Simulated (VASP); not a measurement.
Input of a VASP 6.6.1 run:

INCAR

```
  PREC = Accurate
  ENCUT = 520
  EDIFF = 1E-7
  ISMEAR = 1
  SIGMA = 0.025
  LREAL = False
  LASPH = True
  NELM = 150
  ALGO = Normal
  ISIF = 2
  LWAVE = False
  LCHARG = False
  MAGMOM = 0 0 0
  LORBIT = 11
  LSORBIT = True
  GGA_COMPAT = False
  LORBMOM = True
  GGA = PS
  IVDW = 12
  NBANDS = 14
```

KPOINTS

```
regular mesh
0
Gamma
  8 8 8
```

POSCAR

```
Al
1.0
   -0.0061741946      1.9784743627      1.9683323567
    1.9974784559     -0.0309514855      1.9932705454
    1.9703962982      1.9756529064     -0.0034653110
Al
1
Direct
    0.0108820000     -0.0398210000      0.0067860000
```

Potentials or basis: VASP PAW PBE potentials, release 64 (Al).

The run is started by

```console
$ cat potpaw_PBE.64/Al/POTCAR > POTCAR
$ mpirun -np 1 vasp_ncl > vasp.out
```

Predict the dispersion energy per atom.

-0.334 eV.

Estimate the pressure.

-0.3 GPa.

Moments on the atoms (μB; x, y, z):
```
Al  0.00 0.00 0.00
```

Caveat: the cell differs from its parent crystal (the cell strained at random); three body term missing; the PAW data sets were made with another functional, which shifts forces and pressure a little.
